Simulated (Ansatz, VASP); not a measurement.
## SnO2 in VASP and in Ansatz

Contents of INCAR:

```
SYSTEM = SnO2
PREC     = Accurate       ! precision mode
ENCUT    = 520            ! plane-wave cutoff, eV
EDIFF    = 1E-6           ! SCF threshold, eV
ISMEAR   = -1             ! smearing method
SIGMA    = 0.03           ! smearing width, eV
LREAL    = .False.        ! projectors in reciprocal space
LASPH    = .True.         ! aspherical terms in the spheres
NELM     = 60             ! most SCF steps
ALGO     = Normal         ! electronic algorithm
ISIF     = 2              ! what is computed and relaxed
LWAVE    = .False.        ! write WAVECAR
LCHARG   = .False.        ! write CHGCAR
NBANDS   = 35             ! bands
```

File KPOINTS:

```
regular mesh
0
Gamma
  4 4 6
  0 0 0
```

File POSCAR:

```
SnO2
1.0
    4.7373500000      0.0000000000      0.0000000000
    0.0000000000      4.7373500000      0.0000000000
    0.0000000000      0.0000000000      3.1545360000
Sn O
2 4
Direct
    0.0000000000      0.0000000000      0.0000000000
    0.5000000000      0.5000000000      0.5000000000
    0.3056200000      0.3056200000      0.0000000000
    0.1943800000      0.8056200000      0.5000000000
    0.6943800000      0.6943800000      0.0000000000
    0.8056200000      0.1943800000      0.5000000000
```

Input for Ansatz:

```yaml
crystal:
  lattice:
    - [4.73735, 0.0, 0.0]
    - [0.0, 4.73735, 0.0]
    - [0.0, 0.0, 3.154536]
  atoms:
    - { symbol: Sn, position: [0.0, 0.0, 0.0] }
    - { symbol: Sn, position: [0.5, 0.5, 0.5] }
    - { symbol: O, position: [0.30562, 0.30562, 0.0] }
    - { symbol: O, position: [0.19438, 0.80562, 0.5] }
    - { symbol: O, position: [0.69438, 0.69438, 0.0] }
    - { symbol: O, position: [0.80562, 0.19438, 0.5] }
kpoints:
  mp_grid: { grid: [4, 4, 6] }
  band_path:
    path:
      - [0.0, 0.0, 0.0]
      - [0.0, 0.5, 0.0]
      - [0.5, 0.5, 0.0]
      - [0.0, 0.0, 0.0]
      - [0.0, 0.0, 0.5]
      - [0.0, 0.5, 0.5]
      - [0.5, 0.5, 0.5]
      - [0.0, 0.0, 0.5]
      - [0.0, 0.5, 0.0]
    npoints: 5
scf:
  occupations: { method: fermi_dirac, width: 0.03 }
hamiltonian:
  xc: lda
  pseudopotentials: { kind: all_electron, lapw: { basis_error: 0.001 } }
output:
  forces: true
  stress: true
  eigenvalues: true
```

Change from the starting cell: zz strain of -1 %.

Alike in both runs: task single point; functional LDA; k mesh 4 × 4 × 6; occupations fermi-dirac, width 0.03 eV; no spin polarisation.

|  | VASP | Ansatz |
| --- | --- | --- |
| version | VASP 6.6.1 | Ansatz 0.2.0 |
| potentials or method | VASP PAW LDA potentials, release 64 (Sn_d, O), cutoff 520 eV | all-electron LAPW, scalar-relativistic |

|  | VASP | Ansatz | Ansatz less VASP |
| --- | --- | --- | --- |
| gap on the k mesh at the Fermi level (eV) | 1.29 | 1.26 | -0.030 |
| pressure (GPa) | 2.7 | 1.7 | -1.00 |
| traceless stress, the component that is largest in VASP (GPa) | 2.73 | 2.41 | -0.318 |
| rms of the force components (eV/Å) | 0.015 | 0.002 | -0.0130 |

LDA's correlation is that of Perdew and Zunger in VASP and of Perdew and Wang (1992) in Ansatz. Atom by atom the forces differ by 0.013 eV/Å (rms over components). Ansatz ran all-electron here, and VASP with PAW potentials.
